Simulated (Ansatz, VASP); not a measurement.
## CaSe: VASP beside Ansatz

```xyz
2
Lattice="0.0000 3.2010 3.2505 3.2010 0.0000 3.2505 3.2010 3.2010 0.0000" Properties=species:S:1:pos:R:3 pbc="T T T"
Ca    0.0000    0.0000    0.0000
Se    4.8015    4.8015    4.8758
```

Change from the starting cell: strain -0.030 along x and y, -0.015 along z, atoms carried along.

Alike in both runs: task single point; functional LDA; k mesh 6 × 6 × 6; occupations gaussian, width 0.05 eV; no spin polarisation.

|  | VASP | Ansatz |
| --- | --- | --- |
| version | VASP 6.6.1 | Ansatz 0.2.0 |
| potentials or method | VASP PAW LDA potentials, release 64 (Ca_sv, Se), cutoff 520 eV | scalar-relativistic, plane waves, PAW |
| valence electrons in the cell | 16 | 26 |

VASP gave:

```
gap on the k mesh at the Fermi level (eV) : 3.09
least direct gap on the mesh (eV)         : 3.25
pressure (GPa)                            : -0.1
```

Estimate Ansatz's values.

gap on the k mesh at the Fermi level (eV): 3.08; least direct gap on the mesh (eV): 3.23; pressure (GPa): -0.3.

LDA's correlation is that of Perdew and Zunger in VASP and of Perdew and Wang (1992) in Ansatz. VASP's potentials hold 16 valence electrons a cell and Ansatz's 26, so a difference there can come from the potentials and not from the codes.
